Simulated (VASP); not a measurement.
Here is a VASP 6.6.1 calculation.

INCAR

```
ALGO = Normal
EDIFF = 1E-6
EDIFFG = -0.005
ENCUT = 600
GGA = PS
IBRION = 2
ISIF = 3
ISMEAR = -1
LASPH = T
LCHARG = F
LREAL = F
LWAVE = F
NELM = 80
NSW = 80
PREC = Accurate
SIGMA = 0.05
```

File KPOINTS:

```
k-points
0
Gamma
  9 9 9
```

Contents of POSCAR:

```
Sn
1.0
   -2.9401404553      2.9401404553      1.5993019889
    2.9401404553     -2.9401404553      1.5993019889
    2.9401404553      2.9401404553     -1.5993019889
Sn
2
Direct
    0.0000000000      0.0000000000      0.0000000000
    0.7500000000      0.2500000000      0.5000000000
```

Potentials or basis: VASP PAW PBE potentials, release 64 (Sn_d).

Command:

```bash
$ cat potpaw_PBE.64/Sn_d/POTCAR > POTCAR
$ mpirun -np 1 vasp_std > vasp.out
```

(1) Estimate the space group after relaxing (to 0.05 Å).

(2) Predict the relaxed volume.

(3) What does it give for the band gap on the k mesh?

Answers

(1) I4_1/amd (No. 141).

(2) 26.88 Å³/atom.

(3) zero (band 14 reaches 9.15 eV, above the bottom of band 15 at 5.09 eV).

Caveat: the PAW data sets were made with another functional, which shifts forces and pressure a little; spin-orbit coupling is left out, which moves the levels of the heavy elements.
